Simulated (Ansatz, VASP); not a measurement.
# Two plane-wave programs on Hg

```
Hg
1.0
     3.40810    0.00000    0.00000
    -1.70405    2.95150    0.00000
     0.00000    0.00000    5.60330
Hg
2
Direct
  0.66667 0.33333 0.75000
  0.33333 0.66667 0.25000
```

Alike in both runs: task single point; functional PBE; dispersion D3(BJ); k mesh 15 × 15 × 8; occupations gaussian, width 0.15 eV; no spin polarisation.

|  | VASP | Ansatz |
| --- | --- | --- |
| version | VASP 6.6.1 | Ansatz 0.2.0 |
| potentials or method | VASP PAW PBE potentials, release 64 (Hg), cutoff 520 eV | scalar-relativistic, plane waves, PAW |
| valence electrons in the cell | 24 | 40 |

VASP gave:

```
gap on the k mesh at the Fermi level (eV)                     : none
pressure (GPa)                                                : -1.0
traceless stress, the component that is largest in VASP (GPa) : -0.35
```

Problem. Which values does Ansatz return?

Solution. gap on the k mesh at the Fermi level (eV): none; pressure (GPa): -1.1; traceless stress, the component that is largest in VASP (GPa): -0.34.

A gap of «none» marks a metal or a gap that the smearing closes. VASP's potentials hold 24 valence electrons a cell and Ansatz's 40, so a difference there can come from the potentials and not from the codes.

Spin-orbit coupling is off throughout.
